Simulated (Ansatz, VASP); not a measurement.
# Ir in VASP and in Ansatz

The input INCAR:

```
SYSTEM = Ir
ALGO = Normal ; EDIFF = 1E-7
ENCUT = 520 ; GGA = PS
ISIF = 2 ; ISMEAR = -1
LASPH = .True. ; LCHARG = .True.
LELF = .True. ; LREAL = .False.
LVHAR = .True. ; LWAVE = .False.
NBANDS = 16 ; NELM = 100
PREC = Accurate ; SIGMA = 0.05
```

The input KPOINTS:

```
k-points
0
Gamma
  13 13 7
  0 0 0
```

The input POSCAR:

```
Ir
1.0
    2.7448628762      0.0000000000      0.0000000000
   -1.3724314381      2.3771209807      0.0000000000
    0.0000000000      0.0000000000      4.4466778595
Ir
2
Direct
    0.2333333333      0.6166666667      0.1750000000
    0.7666666667      0.3833333333      0.8250000000
```

Input for Ansatz:

```yaml
crystal:
  lattice:
    - [2.7448628762, 0.0, 0.0]
    - [-1.3724314381, 2.3771209807, 0.0]
    - [0.0, 0.0, 4.4466778595]
  atoms:
    - { symbol: Ir, position: [0.2333333333, 0.6166666667, 0.175] }
    - { symbol: Ir, position: [0.7666666667, 0.3833333333, 0.825] }
kpoints:
  mp_grid: { grid: [13, 13, 7] }
scf:
  occupations: { method: fermi_dirac, width: 0.05 }
hamiltonian:
  xc: pbesol
  pseudopotentials: { kind: paw }
output:
  forces: true
  stress: true
  eigenvalues: true
  populations: true
```

Change from the starting cell: shortest bond scaled by 0.7, PAW files.

Alike in both runs: task single point; functional PBEsol; k mesh 13 × 13 × 7; occupations fermi-dirac, width 0.05 eV; no spin polarisation.

```csv
,VASP,Ansatz
version,VASP 6.6.1,Ansatz 0.2.0
potentials or method,"VASP PAW PBE potentials, release 64 (Ir)","PAW with Ansatz's default frozen-core files, scalar-relativistic"
plane-wave cutoff (eV),520,420
valence electrons in the cell,18,34
```

```tsv
	VASP	Ansatz	Ansatz less VASP
pressure (GPa)	113.6	124.1	+10.45
traceless stress, the component that is largest in VASP (GPa)	77.46	91.27	+13.816
rms of the force components (eV/Å)	14.531	16.310	+1.7790
```

VASP's potentials were made for PBE, not for PBEsol. Atom by atom the forces differ by 1.818 eV/Å (rms over components). Both programs put the cell under a high pressure, so it lies far from rest at this level. VASP's potentials hold 18 valence electrons a cell and Ansatz's 34, so a difference there can come from the potentials and not from the codes.

Spin-orbit coupling is off throughout. Noted on VASP's run: the cell as given lies far from equilibrium.
